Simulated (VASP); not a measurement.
**WSe2: single point with PBE+D3(BJ)**

WSe2:

```xyz
6
Lattice="3.1807 0.0000 0.0000 -1.5903 2.7545 0.0000 0.0000 0.0000 12.4090" Properties=species:S:1:pos:R:3 pbc="T T T"
W     1.5903    0.9182    3.1023
W     0.0000    1.8364    9.3068
Se    0.0000    1.8364    4.8133
Se    1.5903    0.9182   11.0179
Se    0.0000    1.8364    1.3912
Se    1.5903    0.9182    7.5957
```

This cell differs from its parent crystal: equal strain along all axes, cell held: -3.0 %, then relaxed in part.

```yaml
Program: VASP 6.6.1
Task: single point
Functional: PBE
Dispersion: D3(BJ)
Potentials_or_basis: VASP PAW PBE potentials, release 64 (W_sv, Se)
Cutoff: 520 eV
k_mesh: 12 × 12 × 2
Occupations: gaussian, width 0.02 eV
Spin: no spin polarisation
Dipole_correction: no
Further_INCAR_settings: ALGO = Normal; EDIFF = 1e-06; NBANDS = 35
```

```
Pressure                   : 8.0 GPa
Largest force              : 0.055 eV/Å
Band gap on the k mesh     : 0.70 eV, indirect (least direct gap 1.45 eV)
Dispersion energy per atom : -0.523 eV
```

Forces in eV/Å, atoms in the order of the input:
```
W    0.000  0.000  0.000
W    0.000  0.000  0.000
Se   0.000  0.000  0.055
Se   0.000  0.000  0.055
Se   0.000  0.000 -0.055
Se   0.000  0.000 -0.055
```

Stress tensor (GPa, compression positive):
```
9.55 0.00 0.00
0.00 9.55 0.00
0.00 0.00 5.00
```

Levels at points of the mesh, in eV from the valence-band top:
```tsv
k point	band 23	band 24	band 25	band 26	band 27	band 28	band 29	band 30
(0.00, 0.00, 0.00)	-1.17	-1.17	-0.77	0.00	2.84	2.84	2.89	2.89
(0.50, 0.00, 0.00)	-1.62	-1.42	-1.24	-0.71	2.27	2.59	2.65	2.96
(0.00, 0.00, 0.50)	-1.23	-1.23	-0.20	-0.20	2.86	2.86	2.86	2.86
(0.50, 0.00, 0.50)	-1.48	-1.48	-0.98	-0.98	2.61	2.61	2.70	2.70
```

Wall time 48 s on 1 thread of Intel(R) Xeon(R) 6975P-C (Granite Rapids) (shared host), peak memory 0.3 GiB.

Caveat: the cell differs from its parent crystal (equal strain along all axes, cell held: -3.0 %, then relaxed in part); spin-orbit coupling is left out, which moves the levels of the heavy elements. A k mesh can miss the band edges.
